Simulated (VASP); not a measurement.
# RbBr (P4/mmm) in VASP: a series of runs

Runs on RbBr. Level: PBE. Tasks: single point.

All numbers are computed with VASP 6.6.1; they aren't measurements. Logs are shortened: lines on timing, memory, paths and dates and some standing lists are left out, and cuts for length are marked.

**1. The cell of the first run**

It takes space group P4/mmm (No. 123, tetragonal). The conventional cell has a = 3.796 Å, b = 3.796 Å, c = 4.126 Å, α = 90.00°, β = 90.00°, γ = 90.00°. Within 4.5 Å of Rb (site symmetry 4/mmm) lie 8 Br at 3.39 Å and 6 Rb at 3.80 to 4.13 Å. Within 4.5 Å of Br (site symmetry 4/mmm) lie 8 Rb at 3.39 Å and 6 Br at 3.80 to 4.13 Å.

**2. Single point, PBE (strain -0.080 along x and y, +0.000 along z)**

INCAR reads:

```
ALGO = Normal ; EDIFF = 1E-6
ENCUT = 520 ; GGA = PE
ISIF = 2 ; ISMEAR = 0
LASPH = True ; LCHARG = False
LREAL = False ; LWAVE = False
NBANDS = 15 ; NELM = 80
PREC = Accurate ; SIGMA = 0.05
```

KPOINTS reads:

```
k-points
0
Gamma
  6 6 6
```

POSCAR reads:

```
RbBr
1.0
    3.7959911160      0.0000000000      0.0000000000
    0.0000000000      3.7959911160      0.0000000000
    0.0000000000      0.0000000000      4.1260773000
Rb Br
1 1
Direct
    0.0000000000      0.0000000000      0.0000000000
    0.5000000000      0.5000000000      0.5000000000
```

Potentials or basis: VASP PAW PBE potentials, release 64 (Rb_sv, Br).

Started as:

```bash
> cat potpaw_PBE.64/Rb_sv/POTCAR potpaw_PBE.64/Br/POTCAR > POTCAR
> mpirun -np 1 vasp_std > vasp.out
```

OUTCAR:

```text
EDIFF = 1E-6
   ENCUT = 520
   GGA = PE
   ISIF = 2
   ISMEAR = 0
   LASPH = True
   LREAL = False
   NELM = 80
   PREC = Accurate

 ion  position               nearest neighbor table
   1  0.000  0.000  0.000-   2 3.39   2 3.39   2 3.39   2 3.39   2 3.39   2 3.39   2 3.39   2 3.39

   2  0.500  0.500  0.500-   1 3.39   1 3.39   1 3.39   1 3.39   1 3.39   1 3.39   1 3.39   1 3.39

  LATTYP: Found a simple tetragonal cell.
 ALAT       =     3.7959911160
 C/A-ratio  =     1.0869565217

  Lattice vectors:

 A1 = (   3.7959911160,   0.0000000000,   0.0000000000)
 A2 = (   0.0000000000,   3.7959911160,   0.0000000000)
 A3 = (   0.0000000000,   0.0000000000,   4.1260773000)

Analysis of symmetry for initial positions (statically):
=====================================================================
 Subroutine PRICEL returns:
 Original cell was already a primitive cell.

 Routine SETGRP: Setting up the symmetry group for a
 simple tetragonal supercell.

 Subroutine GETGRP returns: Found 16 space group operations
 (whereof 16 operations were pure point group operations)
 out of a pool of 16 trial point group operations.

The static configuration has the point symmetry D_4h.

Analysis of symmetry for dynamics (positions and initial velocities):
=====================================================================
 Subroutine PRICEL returns:
 Original cell was already a primitive cell.

 Routine SETGRP: Setting up the symmetry group for a
 simple tetragonal supercell.

 Subroutine GETGRP returns: Found 16 space group operations
 (whereof 16 operations were pure point group operations)
 out of a pool of 16 trial point group operations.

The dynamic configuration has the point symmetry D_4h.

 Subroutine INISYM returns: Found 16 space group operations
 (whereof 16 operations are pure point group operations),
 and found     1 'primitive' translations

----------------------------------------------------------------------------------------

                                     Primitive cell

  volume of cell :      59.4549

  direct lattice vectors                    reciprocal lattice vectors
     3.795991116  0.000000000  0.000000000     0.263435811  0.000000000  0.000000000
     0.000000000  3.795991116  0.000000000     0.000000000  0.263435811  0.000000000
     0.000000000  0.000000000  4.126077300     0.000000000  0.000000000  0.242360947

  length of vectors
     3.795991116  3.795991116  4.126077300     0.263435811  0.263435811  0.242360947

  position of ions in fractional coordinates (direct lattice)
     0.000000000  0.000000000  0.000000000
     0.500000000  0.500000000  0.500000000

  ion indices of the primitive-cell ions
   primitive index   ion index
                 1           1
                 2           2

----------------------------------------------------------------------------------------

 KPOINTS: k-points

Automatic generation of k-mesh.
 Grid dimensions read from file:
 generate k-points for:    6    6    6

 Generating k-lattice:

  Cartesian coordinates                     Fractional coordinates (reciprocal lattice)
     0.043905969  0.000000000  0.000000000     0.166666667  0.000000000  0.000000000
     0.000000000  0.043905969  0.000000000     0.000000000  0.166666667  0.000000000
     0.000000000  0.000000000  0.040393491     0.000000000  0.000000000  0.166666667

  Length of vectors
     0.043905969  0.043905969  0.040393491

  Shift w.r.t. Gamma in fractional coordinates (k-lattice)
     0.000000000  0.000000000  0.000000000

 Subroutine IBZKPT returns following result:
 ===========================================

 Found     40 irreducible k-points:

 Following reciprocal coordinates:
            Coordinates               Weight
  0.000000  0.000000  0.000000      1.000000
  0.166667  0.000000  0.000000      4.000000
  0.333333  0.000000  0.000000      4.000000
  0.500000  0.000000  0.000000      2.000000
  0.166667  0.166667  0.000000      4.000000
  0.333333  0.166667  0.000000      8.000000
[... 16 lines left out ...]
  0.333333  0.000000  0.333333      8.000000
  0.500000  0.000000  0.333333      4.000000
 [... further k-points ...]
   k-points           NKPTS =     40   k-points in BZ     NKDIM =     40   number of bands    NBANDS=     15
   number of dos      NEDOS =    301   number of ions     NIONS =      2
   total plane-waves  NPLWV =  25088
   dimension x,y,z NGX =    28 NGY =   28 NGZ =   32
   dimension x,y,z NGXF=    56 NGYF=   56 NGZF=   64
   ions per type =               1   1
   NGX,Y,Z   is equivalent  to a cutoff of  12.26, 12.26, 12.89 a.u.
   NGXF,Y,Z  is equivalent  to a cutoff of  24.53, 24.53, 25.79 a.u.
 SYSTEM =  unknown system
   PREC   = accura    normal or accurate (medium, high low for compatibility)
   ISTART =      0    job   : 0-new  1-cont  2-samecut
   ICHARG =      2    charge: 1-file 2-atom 10-const
   ISPIN  =      1    spin polarized calculation?
   LNONCOLLINEAR =      F non collinear calculations
   LSORBIT =      F    spin-orbit coupling
   LASPH  =      T    aspherical Exc in radial PAW
   ENCUT  =  520.0 eV  38.22 Ry    6.18 a.u.   7.06  7.06  7.67*2*pi/ulx,y,z
   NELM   =     80;   NELMIN=  2; NELMDL= -5     # of ELM steps
   EDIFF  = 0.1E-05   stopping-criterion for ELM
   LREAL  =      F    real-space projection
   EDIFFG = 0.1E-04   stopping-criterion for IOM
   NSW    =      0    number of steps for IOM
   IBRION =     -1    ionic relax: 0-MD 1-quasi-New 2-CG
   NFREE  =      0    steps in history (QN), initial steepest desc. (CG)
   ISIF   =      2    stress and relaxation
   ISYM   =      2    0-nonsym 1-usesym 2-fastsym
   POTIM  = 0.5000    time-step for ionic-motion
   TEBEG  =    0.0;   TEEND  =   0.0 temperature during run
   PSTRESS=    0.0 pullay stress
   NELECT =      16.0000    total number of electrons
   NUPDOWN=      -1.0000    fix difference up-down
   EMIN   =  10.00;   EMAX   =-10.00  energy-range for DOS
   EFERMI =   0.00;   METHOD = LEGACY
   ISMEAR =     0;   SIGMA  =   0.05  broadening in eV -4-tet -1-fermi 0-gaus
   EFERMI_NEDOS =   21; number of points for ismear=-14 and -15
   IALGO  =     38    algorithm
   IMIX   =      4    mixing-type and parameters
     AMIX     =   0.40;   BMIX     =  1.00
     AMIX_MAG =   1.60;   BMIX_MAG =  1.00
  volume/ion in A,a.u.               =      29.73       200.61
  Fermi-wavevector in a.u.,A,eV,Ry     =   1.056945  1.997336 15.199504  1.117132
  Thomas-Fermi vector in A             =   2.192199
   LORBIT       =      0    0 simple, 1 ext, 2 COOP (PROOUT), +10 PAW based schemes
   GGA     = PE    functional components
   LHFCALC =     F    Hartree Fock is set to
   AEXX    =    0.0000 exact exchange contribution
   IVDW    =     0    specifies the selected vdW correction
   LEPSILON=     F    determine dielectric tensor
   LRPA    =     F    only Hartree local field effects (RPA)
 non-spin polarized calculation
 Gauss-broadening in eV      SIGMA  =   0.05
  energy-cutoff  :      520.00
  volume of cell :       59.45
 maximum number of plane-waves:      1620
   NGX = 15   NGY = 15   NGZ = 15

 number of electron      16.0000001 magnetization

 Free energy of the ion-electron system (eV)
  ---------------------------------------------------
  ext. energy  EPLUGINS =         0.00000000
  ---------------------------------------------------
  free energy    TOTEN  =        -5.78222706 eV

  energy without entropy =       -5.78222706  energy(sigma->0) =       -5.78222706

 E-fermi :   0.6408     XC(G=0):  -8.6635

 val. band max:        0.4289938557   @ k =   0.5000   0.0000   0.5000
 cond. band min:       4.8124590572   @ k =   0.0000   0.0000   0.0000
 fundamental gap:      4.3834652015
 Fermi energy:         0.6408345408

 k-point     1 :       0.0000    0.0000    0.0000
  band No.  band energies     occupation
      1     -24.7189      2.00000
      2     -12.6888      2.00000
      3      -8.7392      2.00000
      4      -8.6092      2.00000
      5      -8.6092      2.00000
      6      -0.1897      2.00000
      7       0.2771      2.00000
      8       0.2771      2.00000
      9       4.8125      0.00000
     10       5.5638      0.00000
     11       5.7345      0.00000
     12      10.3661      0.00000
     13      10.3661      0.00000
     14      11.1594      0.00000
     15      12.9242      0.00000

 k-point     2 :       0.1667    0.0000    0.0000
  band No.  band energies     occupation
      1     -24.7050      2.00000
      2     -12.6842      2.00000
      3      -8.7087      2.00000
      4      -8.6952      2.00000
      5      -8.5858      2.00000
      6      -0.4579      2.00000
      7      -0.2441      2.00000
      8       0.2587      2.00000
      9       5.3939      0.00000
     10       6.0077      0.00000
     11       6.6272      0.00000
     12      10.1679      0.00000
     13      10.5713      0.00000
     14      10.8375      0.00000
     15      12.1848      0.00000

 k-point     3 :       0.3333    0.0000    0.0000
  band No.  band energies     occupation
      1     -24.6768      2.00000
      2     -12.6826      2.00000
      3      -8.8349      2.00000
      4      -8.6463      2.00000
      5      -8.5380      2.00000
      6      -1.5372      2.00000
      7      -0.3592      2.00000
      8       0.2169      2.00000
      9       6.3673      0.00000
     10       7.2573      0.00000
     11       8.3564      0.00000
     12      10.1175      0.00000
     13      10.1763      0.00000
     14      10.5168      0.00000
     15      11.1014      0.00000
[... 343 lines left out ...]
 k-point    23 :       0.3333    0.0000    0.3333
  band No.  band energies     occupation
      1     -24.6606      2.00000
      2     -12.5662      2.00000
      3      -9.0838      2.00000
      4      -8.8257      2.00000
      5      -8.5088      2.00000
      6      -1.1954      2.00000
      7      -0.7933      2.00000
      8       0.3045      2.00000
      9       6.2547      0.00000
     10       7.2403      0.00000
     11       8.9863      0.00000
     12       9.4304      0.00000
     13       9.8140      0.00000
     14      10.4262      0.00000
     15      11.7356      0.00000

 k-point    24 :       0.5000    0.0000    0.3333
  band No.  band energies     occupation
      1     -24.6473      2.00000
      2     -12.4936      2.00000
      3      -9.1825      2.00000
      4      -8.9432      2.00000
      5      -8.4895      2.00000
      6      -1.3331      2.00000
      7      -0.7584      2.00000
      8       0.3668      2.00000
      9       5.9817      0.00000
     10       7.1347      0.00000
     11       8.8565      0.00000
     12       9.1081      0.00000
     13      10.1009      0.00000
     14      11.0614      0.00000
     15      12.5853      0.00000

 [... further k-points ...]

------------------------ aborting loop because EDIFF is reached ----------------------------------------

  FORCE on cell =-STRESS in cart. coord.  units (eV):
  Direction    XX          YY          ZZ          XY          YZ          ZX
  --------------------------------------------------------------------------------------
  -------------------------------------------------------------------------------------
  Total        2.3055239      2.3055239      1.2351118      0.0000000      0.0000000      0.0000000
  in kB       62.1287294     62.1287294     33.2835087      0.0000000      0.0000000      0.0000000
  external PRESSURE =      52.5136558 kB  Pullay stress =       0.0000000 kB

 VOLUME and BASIS-vectors are now :
 -----------------------------------------------------------------------------
  energy-cutoff  :      520.00
  volume of cell :       59.45
      direct lattice vectors                 reciprocal lattice vectors
     3.795991116  0.000000000  0.000000000     0.263435811  0.000000000  0.000000000
     0.000000000  3.795991116  0.000000000     0.000000000  0.263435811  0.000000000
     0.000000000  0.000000000  4.126077300     0.000000000  0.000000000  0.242360947

 POSITION                                       TOTAL-FORCE (eV/Angst)
 -----------------------------------------------------------------------------------
      0.00000      0.00000      0.00000         0.000000      0.000000      0.000000
      1.89800      1.89800      2.06304         0.000000      0.000000      0.000000
 -----------------------------------------------------------------------------------
    total drift:                               -0.000000      0.000000      0.000000

  FREE ENERGIE OF THE ION-ELECTRON SYSTEM (eV)
  ---------------------------------------------------
  free  energy   TOTEN  =        -5.7822270649 eV

  energy  without entropy=       -5.7822270648  energy(sigma->0) =       -5.78222706
```

It took 24 s on 1 thread of Intel Xeon Platinum 8375C at 2.90GHz (Ice Lake), shared host; peak memory 0.18 GiB.

Results:

```
Free energy            : -5.7822 eV
Pressure               : 5.3 GPa
Band gap on the k mesh : 4.38 eV, indirect (least direct gap 4.54 eV)
```

Caveat: the cell differs from its parent crystal (strain -0.080 along x and y, +0.000 along z). A k mesh can miss the band edges.

**3. Single point, PBE (strain -0.080 along x and y, +0.040 along z)**

INCAR reads:

```
PREC = Accurate ; ENCUT = 520
EDIFF = 1E-6 ; ISMEAR = 0
SIGMA = 0.05 ; LREAL = False
LASPH = True ; NELM = 60
ALGO = Normal ; ISIF = 2
LWAVE = False ; LCHARG = False
GGA = PE ; NBANDS = 15
```

KPOINTS reads:

```
regular mesh
0
Gamma
  6 6 6
```

POSCAR: that of step 2 with these lines changed.

```diff
@@ -4,3 +4,3 @@
     0.0000000000      3.7959911160      0.0000000000
-    0.0000000000      0.0000000000      4.1260773000
+    0.0000000000      0.0000000000      4.2911203920
 Rb Br
```

Potentials or basis: VASP PAW PBE potentials, release 64 (Rb_sv, Br).

Started as:

```bash
> cat potpaw_PBE.64/Rb_sv/POTCAR potpaw_PBE.64/Br/POTCAR > POTCAR
> mpirun -np 1 vasp_std > vasp.out
```

Wall time 23 s (1 thread of Intel Xeon Platinum 8375C at 2.90GHz (Ice Lake), shared host); peak memory 0.18 GiB.

Results (log left out):

```
Free energy            : -5.8150 eV
Pressure               : 3.9 GPa
Band gap on the k mesh : 4.02 eV, indirect (least direct gap 4.18 eV)
```

Stress tensor (GPa, compression positive):
```
5.28 0.00 0.00
0.00 5.28 0.00
0.00 0.00 1.14
```

Levels at points of the mesh, in eV from the valence-band top:
```tsv
k point	band 4	band 5	band 6	band 7	band 8	band 9	band 10	band 11	band 12	band 13
(0.00, 0.00, 0.00)	-9.21	-9.21	-0.81	-0.16	-0.16	4.02	5.13	5.33	9.67	9.67
(0.50, 0.00, 0.00)	-9.24	-9.13	-2.39	-1.02	-0.18	6.54	7.37	8.47	8.61	9.65
(0.50, 0.50, 0.00)	-9.80	-9.16	-1.52	-1.52	-0.59	5.22	5.33	6.95	6.95	11.77
(0.00, 0.00, 0.50)	-9.17	-9.17	-2.31	-0.34	-0.34	6.36	7.31	7.37	8.62	10.61
(0.50, 0.00, 0.50)	-9.56	-9.10	-1.63	-1.30	0.00	4.97	6.34	7.99	8.42	10.75
(0.50, 0.50, 0.50)	-9.71	-9.39	-2.00	-2.00	-1.79	7.98	8.62	8.62	8.69	9.86
```

Caveat: the cell differs from its parent crystal (strain -0.080 along x and y, +0.040 along z).

**4. Single point, PBE (strain -0.080 along x and y, +0.080 along z)**

INCAR reads:

```
  ALGO = Normal
  EDIFF = 1E-7
  ENCUT = 520
  GGA = PE
  ISIF = 2
  ISMEAR = 0
  LASPH = T
  LCHARG = T
  LELF = T
  LREAL = F
  LVHAR = T
  LWAVE = F
  NBANDS = 15
  NELM = 80
  PREC = Accurate
  SIGMA = 0.05
```

KPOINTS reads:

```
k-points
0
Gamma
  6 6 6
```

POSCAR: that of step 3 with these lines changed.

```diff
@@ -4,3 +4,3 @@
     0.0000000000      3.7959911160      0.0000000000
-    0.0000000000      0.0000000000      4.2911203920
+    0.0000000000      0.0000000000      4.4561634840
 Rb Br
```

Started as:

```bash
> cat potpaw_PBE.64/Rb_sv/POTCAR potpaw_PBE.64/Br/POTCAR > POTCAR
> mpirun -np 1 vasp_std > vasp.out
```

Run time: 26 s. Hardware: 1 thread of Intel Xeon Platinum 8375C at 2.90GHz (Ice Lake), shared host; peak memory 0.19 GiB.

It converged, with:

```yaml
Free_energy: -5.8176 eV
Pressure: 2.8 GPa
Band_gap_on_the_k_mesh: 3.67 eV, indirect (least direct gap 3.84 eV)
```

Stress tensor (GPa, compression positive):
```
 4.57  0.00  0.00
 0.00  4.57  0.00
 0.00  0.00 -0.76
```

Levels at points of the mesh, in eV from the valence-band top:
| k point | band 5 | band 6 | band 7 | band 8 | band 9 | band 10 | band 11 | band 12 |
| --- | --- | --- | --- | --- | --- | --- | --- | --- |
| (0.00, 0.00, 0.00) | -9.41 | -0.99 | -0.18 | -0.18 | 3.67 | 5.12 | 5.32 | 9.42 |
| (0.50, 0.00, 0.00) | -9.33 | -2.37 | -1.16 | -0.14 | 6.33 | 7.02 | 8.31 | 8.61 |
| (0.50, 0.50, 0.00) | -9.37 | -1.57 | -1.57 | -0.73 | 5.01 | 5.19 | 6.65 | 6.65 |
| (0.00, 0.00, 0.50) | -9.38 | -2.30 | -0.32 | -0.32 | 6.17 | 6.72 | 7.09 | 8.62 |
| (0.50, 0.00, 0.50) | -9.32 | -1.72 | -1.33 | 0.00 | 4.81 | 6.25 | 7.92 | 8.49 |
| (0.50, 0.50, 0.50) | -9.53 | -1.97 | -1.97 | -1.74 | 7.69 | 8.05 | 8.40 | 8.40 |

Caveat: the cell differs from its parent crystal (strain -0.080 along x and y, +0.080 along z). A k mesh can miss the band edges.

**5. Overview**

| cell | gap on the mesh (eV) | pressure (GPa) |
| --- | --- | --- |
| a = 3.796, b = 3.796, c = 4.126 Å, 2 atoms | 4.38 | 5.3 |
| a = 3.796, b = 3.796, c = 4.291 Å, 2 atoms | 4.02 | 3.9 |
| a = 3.796, b = 3.796, c = 4.456 Å, 2 atoms | 3.67 | 2.8 |

Alike in all rows: task single point; level PBE; potentials or basis VASP PAW PBE potentials, release 64 (Rb_sv, Br); no spin polarisation; k mesh 6 × 6 × 6; cutoff (eV) 520; smearing gaussian 0.05 eV.

Total energies depend on the potentials used, so only differences within one code and one set of settings carry meaning.
